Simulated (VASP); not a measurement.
Crystal: TaRu.

```xyz
2
Lattice="3.1233 0.0000 0.0000 0.0000 3.1233 0.0000 0.0000 0.0000 3.1870" Properties=species:S:1:pos:R:3 pbc="T T T"
Ta    1.5616    1.5616    1.5935
Ru    0.0000    0.0000    0.0000
```

This cell differs from its parent crystal: equal xx and yy strain of -2 %.

Base run:

```yaml
Program: VASP 6.6.1
Functional: LDA
Potentials_or_basis: VASP PAW LDA potentials, release 64 (Ta_pv, Ru_pv)
Cutoff: 400 eV
k_mesh: 13 × 13 × 13
Occupations: fermi-dirac, width 0.03 eV
Spin: no spin polarisation
```

Its results: band gap on the k mesh zero (an odd number of electrons rules out a gap without spin polarisation); pressure -6.3 GPa.

Q: The run is repeated on the same cell with these changes: cutoff from 400 eV to 500 eV; further incar settings from ALGO = Normal; EDIFF = 1e-08; NBANDS = 20 to ALGO = Normal; EDIFF = 1e-06; NBANDS = 20. What comes out?

A: Band gap on the k mesh zero (an odd number of electrons rules out a gap without spin polarisation); pressure -5.8 GPa.

Caveats: the cell stands under tension; spin-orbit coupling is left out, which moves the levels of the heavy elements.
